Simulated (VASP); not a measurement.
# Cs (Fd-3m) in VASP: notebook, part 3 of 3

VASP 6.6.1. The steps go on from the part before.

### Step 4. Single point, LDA

This run uses another cell than the first one, of 154.54 Å³/atom.

Contents of INCAR:

```
PREC = Accurate
ENCUT = 520
EDIFF = 1E-7
ISMEAR = -1
SIGMA = 0.08
LREAL = F
LASPH = T
NELM = 80
ALGO = Normal
ISIF = 2
LWAVE = F
LCHARG = F
NBANDS = 16
```

Contents of KPOINTS:

```
regular mesh
0
Gamma
  7 7 7
```

Contents of POSCAR:

```
Cs
1.0
    0.0000000000      5.3663886678      5.3663886678
    5.3663886678      0.0000000000      5.3663886678
    5.3663886678      5.3663886678      0.0000000000
Cs
2
Direct
   -0.1250000000     -0.1250000000     -0.1250000000
    0.1250000000      0.1250000000      0.1250000000
```

Potentials or basis: VASP PAW LDA potentials, release 64 (Cs_sv).

Launch:

```bash
$ cat potpaw_LDA.64/Cs_sv/POTCAR > POTCAR
$ mpirun -np 1 vasp_std > vasp.out
```

OUTCAR:

```text
PREC = Accurate
   ENCUT = 520
   EDIFF = 1E-7
   ISMEAR = -1
   LREAL = F
   LASPH = T
   NELM = 80
   ISIF = 2

 ion  position               nearest neighbor table
   1  0.875  0.875  0.875-
   2  0.125  0.125  0.125-

  LATTYP: Found a face centered cubic cell.
 ALAT       =    10.7327773356

  Lattice vectors:

 A1 = (   0.0000000000,   5.3663886678,   5.3663886678)
 A2 = (   5.3663886678,   0.0000000000,   5.3663886678)
 A3 = (   5.3663886678,   5.3663886678,   0.0000000000)

Analysis of symmetry for initial positions (statically):
=====================================================================
 Subroutine PRICEL returns:
 Original cell was already a primitive cell.

 Routine SETGRP: Setting up the symmetry group for a
 face centered cubic supercell.

 Subroutine GETGRP returns: Found 48 space group operations
 (whereof 12 operations were pure point group operations)
 out of a pool of 48 trial point group operations.

The static configuration has the point symmetry D_3d.
 The point group associated with its full space group is O_h .

Analysis of symmetry for dynamics (positions and initial velocities):
=====================================================================
 Subroutine PRICEL returns:
 Original cell was already a primitive cell.

 Routine SETGRP: Setting up the symmetry group for a
 face centered cubic supercell.

 Subroutine GETGRP returns: Found 48 space group operations
 (whereof 12 operations were pure point group operations)
 out of a pool of 48 trial point group operations.

The dynamic configuration has the point symmetry D_3d.
 The point group associated with its full space group is O_h .

 Subroutine INISYM returns: Found 48 space group operations
 (whereof 12 operations are pure point group operations),
 and found     1 'primitive' translations

----------------------------------------------------------------------------------------

                                     Primitive cell

  volume of cell :     309.0839

  direct lattice vectors                    reciprocal lattice vectors
     0.000000000  5.366388668  5.366388668    -0.093172528  0.093172528  0.093172528
     5.366388668  0.000000000  5.366388668     0.093172528 -0.093172528  0.093172528
     5.366388668  5.366388668  0.000000000     0.093172528  0.093172528 -0.093172528

  length of vectors
     7.589219635  7.589219635  7.589219635     0.161379553  0.161379553  0.161379553

  position of ions in fractional coordinates (direct lattice)
     0.875000000  0.875000000  0.875000000
     0.125000000  0.125000000  0.125000000

  ion indices of the primitive-cell ions
   primitive index   ion index
                 1           1
                 2           2

----------------------------------------------------------------------------------------

 KPOINTS: regular mesh

Automatic generation of k-mesh.
 Grid dimensions read from file:
 generate k-points for:    7    7    7

 Generating k-lattice:

  Cartesian coordinates                     Fractional coordinates (reciprocal lattice)
    -0.013310361  0.013310361  0.013310361     0.142857143  0.000000000  0.000000000
     0.013310361 -0.013310361  0.013310361     0.000000000  0.142857143  0.000000000
     0.013310361  0.013310361 -0.013310361     0.000000000  0.000000000  0.142857143

  Length of vectors
     0.023054222  0.023054222  0.023054222

  Shift w.r.t. Gamma in fractional coordinates (k-lattice)
     0.000000000  0.000000000  0.000000000

 Subroutine IBZKPT returns following result:
 ===========================================

 Found     20 irreducible k-points:

 Following reciprocal coordinates:
            Coordinates               Weight
  0.000000  0.000000  0.000000      1.000000
  0.142857  0.000000  0.000000      8.000000
  0.285714  0.000000  0.000000      8.000000
  0.428571  0.000000  0.000000      8.000000
  0.142857  0.142857  0.000000      6.000000
  0.285714  0.142857  0.000000     24.000000
[... 12 lines left out ...]
 -0.428571  0.428571  0.142857     24.000000
 -0.285714  0.428571  0.142857     24.000000
   k-points           NKPTS =     20   k-points in BZ     NKDIM =     20   number of bands    NBANDS=     16
   number of dos      NEDOS =    301   number of ions     NIONS =      2
   total plane-waves  NPLWV = 175616
   dimension x,y,z NGX =    56 NGY =   56 NGZ =   56
   dimension x,y,z NGXF=   112 NGYF=  112 NGZF=  112
   ions per type =               2
   NGX,Y,Z   is equivalent  to a cutoff of  12.27, 12.27, 12.27 a.u.
   NGXF,Y,Z  is equivalent  to a cutoff of  24.53, 24.53, 24.53 a.u.
 SYSTEM =  unknown system
   PREC   = accura    normal or accurate (medium, high low for compatibility)
   ISTART =      0    job   : 0-new  1-cont  2-samecut
   ICHARG =      2    charge: 1-file 2-atom 10-const
   ISPIN  =      1    spin polarized calculation?
   LNONCOLLINEAR =      F non collinear calculations
   LSORBIT =      F    spin-orbit coupling
   LASPH  =      T    aspherical Exc in radial PAW
   ENCUT  =  520.0 eV  38.22 Ry    6.18 a.u.  14.11 14.11 14.11*2*pi/ulx,y,z
   NELM   =     80;   NELMIN=  2; NELMDL= -5     # of ELM steps
   EDIFF  = 0.1E-06   stopping-criterion for ELM
   LREAL  =      F    real-space projection
   EDIFFG = 0.1E-05   stopping-criterion for IOM
   NSW    =      0    number of steps for IOM
   IBRION =     -1    ionic relax: 0-MD 1-quasi-New 2-CG
   NFREE  =      0    steps in history (QN), initial steepest desc. (CG)
   ISIF   =      2    stress and relaxation
   ISYM   =      2    0-nonsym 1-usesym 2-fastsym
   POTIM  = 0.5000    time-step for ionic-motion
   TEBEG  =    0.0;   TEEND  =   0.0 temperature during run
   PSTRESS=    0.0 pullay stress
   NELECT =      18.0000    total number of electrons
   NUPDOWN=      -1.0000    fix difference up-down
   EMIN   =  10.00;   EMAX   =-10.00  energy-range for DOS
   EFERMI =   0.00;   METHOD = LEGACY
   ISMEAR =    -1;   SIGMA  =   0.08  broadening in eV -4-tet -1-fermi 0-gaus
   EFERMI_NEDOS =   21; number of points for ismear=-14 and -15
   IALGO  =     38    algorithm
   IMIX   =      4    mixing-type and parameters
     AMIX     =   0.40;   BMIX     =  1.00
     AMIX_MAG =   1.60;   BMIX_MAG =  1.00
  volume/ion in A,a.u.               =     154.54      1042.90
  Fermi-wavevector in a.u.,A,eV,Ry     =   0.634561  1.199147  5.478630  0.402668
  Thomas-Fermi vector in A             =   1.698598
   LORBIT       =      0    0 simple, 1 ext, 2 COOP (PROOUT), +10 PAW based schemes
   GGA     = CA    functional components
   LHFCALC =     F    Hartree Fock is set to
   AEXX    =    0.0000 exact exchange contribution
   IVDW    =     0    specifies the selected vdW correction
   LEPSILON=     F    determine dielectric tensor
   LRPA    =     F    only Hartree local field effects (RPA)
 non-spin polarized calculation
  energy-cutoff  :      520.00
  volume of cell :      309.08
 maximum number of plane-waves:      8363
   NGX = 29   NGY = 29   NGZ = 29

 number of electron      17.9999999 magnetization

 Free energy of the ion-electron system (eV)
  ---------------------------------------------------
  ext. energy  EPLUGINS =         0.00000000
  ---------------------------------------------------
  free energy    TOTEN  =        -1.43671463 eV

  energy without entropy =       -1.40033393  energy(sigma->0) =       -1.41852428

 E-fermi :  -0.2090     XC(G=0):  -4.7190

 val. band max:       -0.2916157422   @ k =  -0.2857   0.4286   0.1429
 cond. band min:      -0.1889397889   @ k =  -0.4286   0.4286   0.0000
 fundamental gap:      0.1026759533
 Fermi energy:        -0.2090140714

 k-point     1 :       0.0000    0.0000    0.0000
  band No.  band energies     occupation
      1     -24.4904      2.00000
      2     -24.4557      2.00000
      3     -11.3596      2.00000
      4     -11.3596      2.00000
      5     -11.3596      2.00000
      6     -11.1958      2.00000
[... 8 lines left out ...]
     15       1.6006      0.00000
     16       1.6006      0.00000
[... 343 lines left out ...]
 k-point    20 :      -0.2857    0.4286    0.1429
  band No.  band energies     occupation
      1     -24.4755      2.00000
      2     -24.4707      2.00000
      3     -11.3979      2.00000
      4     -11.3914      2.00000
      5     -11.2972      2.00000
      6     -11.2625      2.00000
[... 8 lines left out ...]
     15       1.5111      0.00000
     16       1.6085      0.00000

------------------------ aborting loop because EDIFF is reached ----------------------------------------

  FORCE on cell =-STRESS in cart. coord.  units (eV):
  Direction    XX          YY          ZZ          XY          YZ          ZX
  --------------------------------------------------------------------------------------
  -------------------------------------------------------------------------------------
  Total        0.0119644      0.0119644      0.0119644     -0.0000000      0.0000000      0.0000000
  in kB        0.0620188      0.0620188      0.0620188     -0.0000000      0.0000000      0.0000000
  external PRESSURE =       0.0620188 kB  Pullay stress =       0.0000000 kB

 VOLUME and BASIS-vectors are now :
 -----------------------------------------------------------------------------
  energy-cutoff  :      520.00
  volume of cell :      309.08
      direct lattice vectors                 reciprocal lattice vectors
     0.000000000  5.366388668  5.366388668    -0.093172528  0.093172528  0.093172528
     5.366388668  0.000000000  5.366388668     0.093172528 -0.093172528  0.093172528
     5.366388668  5.366388668  0.000000000     0.093172528  0.093172528 -0.093172528

 POSITION                                       TOTAL-FORCE (eV/Angst)
 -----------------------------------------------------------------------------------
      9.39118      9.39118      9.39118         0.000000      0.000000      0.000000
      1.34160      1.34160      1.34160        -0.000000     -0.000000     -0.000000
 -----------------------------------------------------------------------------------
    total drift:                                0.000000      0.000000     -0.000000

  FREE ENERGIE OF THE ION-ELECTRON SYSTEM (eV)
  ---------------------------------------------------
  free  energy   TOTEN  =        -1.4367146272 eV

  energy  without entropy=       -1.4003339276  energy(sigma->0) =       -1.41852428
```

Wall time 49 s (1 thread of Intel Xeon 6975P-C (Granite Rapids), shared host); peak memory 0.34 GiB.

Results:

| Property | Result |
| --- | --- |
| Free energy | -1.4367 eV |
| Pressure | 0.0 GPa |

Caveat: spin-orbit coupling is left out, which moves the levels of the heavy elements.

### Step 5. Single point, LDA

This run uses another cell than the first one, of 154.54 Å³/atom.

Contents of INCAR:

```
SYSTEM = Cs
ALGO = Normal
EDIFF = 1E-7
ENCUT = 520
ISIF = 2
ISMEAR = -1
LASPH = .True.
LCHARG = .False.
LREAL = .False.
LWAVE = .False.
NBANDS = 16
NELM = 100
PREC = Accurate
SIGMA = 0.08
```

Contents of KPOINTS:

```
k-points
0
Gamma
  7 7 7
  0 0 0
```

POSCAR is that of step 4.

Potentials or basis: VASP PAW LDA potentials, release 64 (Cs_sv).

Launch:

```bash
$ cat potpaw_LDA.64/Cs_sv/POTCAR > POTCAR
$ mpirun -np 1 vasp_std > vasp.out
```

OUTCAR:

```text
SYSTEM = Cs
   EDIFF = 1E-7
   ENCUT = 520
   ISIF = 2
   ISMEAR = -1
   LASPH = .True.
   LREAL = .False.
   NELM = 100
   PREC = Accurate

 ion  position               nearest neighbor table
   1  0.875  0.875  0.875-
   2  0.125  0.125  0.125-

  LATTYP: Found a face centered cubic cell.
 ALAT       =    10.7327773356

  Lattice vectors:

 A1 = (   0.0000000000,   5.3663886678,   5.3663886678)
 A2 = (   5.3663886678,   0.0000000000,   5.3663886678)
 A3 = (   5.3663886678,   5.3663886678,   0.0000000000)
[... 559 lines left out ...]

  FORCE on cell =-STRESS in cart. coord.  units (eV):
  Direction    XX          YY          ZZ          XY          YZ          ZX
  --------------------------------------------------------------------------------------
  -------------------------------------------------------------------------------------
  Total        0.0119644      0.0119644      0.0119644     -0.0000000      0.0000000      0.0000000
  in kB        0.0620188      0.0620188      0.0620188     -0.0000000      0.0000000      0.0000000
  external PRESSURE =       0.0620188 kB  Pullay stress =       0.0000000 kB

 VOLUME and BASIS-vectors are now :
 -----------------------------------------------------------------------------
  energy-cutoff  :      520.00
  volume of cell :      309.08
      direct lattice vectors                 reciprocal lattice vectors
     0.000000000  5.366388668  5.366388668    -0.093172528  0.093172528  0.093172528
     5.366388668  0.000000000  5.366388668     0.093172528 -0.093172528  0.093172528
     5.366388668  5.366388668  0.000000000     0.093172528  0.093172528 -0.093172528

 POSITION                                       TOTAL-FORCE (eV/Angst)
 -----------------------------------------------------------------------------------
      9.39118      9.39118      9.39118         0.000000      0.000000      0.000000
      1.34160      1.34160      1.34160        -0.000000     -0.000000     -0.000000
 -----------------------------------------------------------------------------------
    total drift:                                0.000000      0.000000     -0.000000

  FREE ENERGIE OF THE ION-ELECTRON SYSTEM (eV)
  ---------------------------------------------------
  free  energy   TOTEN  =        -1.4367146272 eV

  energy  without entropy=       -1.4003339276  energy(sigma->0) =       -1.41852428
```

It took 51 s on 1 thread of Intel Xeon 6975P-C (Granite Rapids), shared host; peak memory 0.34 GiB.

Results:

| Quantity | Value |
| --- | --- |
| Free energy | -1.4367 eV |
| Pressure | 0.0 GPa |

Caveat: spin-orbit coupling is left out, which moves the levels of the heavy elements.
